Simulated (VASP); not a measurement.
A run of VASP 6.6.1 is set up as follows.

The input INCAR:

```
SYSTEM = C
PREC = Accurate
ENCUT = 520
EDIFF = 1E-6
ISMEAR = 0
SIGMA = 0.01
LREAL = .FALSE.
LASPH = .TRUE.
NELM = 80
ALGO = Normal
ISIF = 2
LWAVE = .FALSE.
LCHARG = .FALSE.
GGA = PS
NBANDS = 11
```

KPOINTS

```
regular mesh
0
G
  4 4 4
  0 0 0
```

File POSCAR:

```
C
1.0
    0.0000000000      1.7833700000      1.7833700000
    1.7833700000      0.0000000000      1.7833700000
    1.7833700000      1.7833700000      0.0000000000
C
2
Direct
    0.0000000000      0.0000000000      0.0000000000
    0.2500000000      0.2500000000      0.2500000000
```

Potentials or basis: VASP PAW PBE potentials, release 64 (C).

Run with:

```sh
$ cat potpaw_PBE.64/C/POTCAR > POTCAR
$ mpirun -np 1 vasp_std > vasp.out
```

Q: What does it give for the band gap on the k mesh?

A: 4.33 eV, indirect (least direct gap 5.53 eV).

Q: Estimate the pressure.

A: -2.6 GPa.

Caveat: the k points lie up to 0.76 Å⁻¹ apart; the PAW data sets were made with another functional, which shifts forces and pressure a little. A k mesh can miss the band edges.
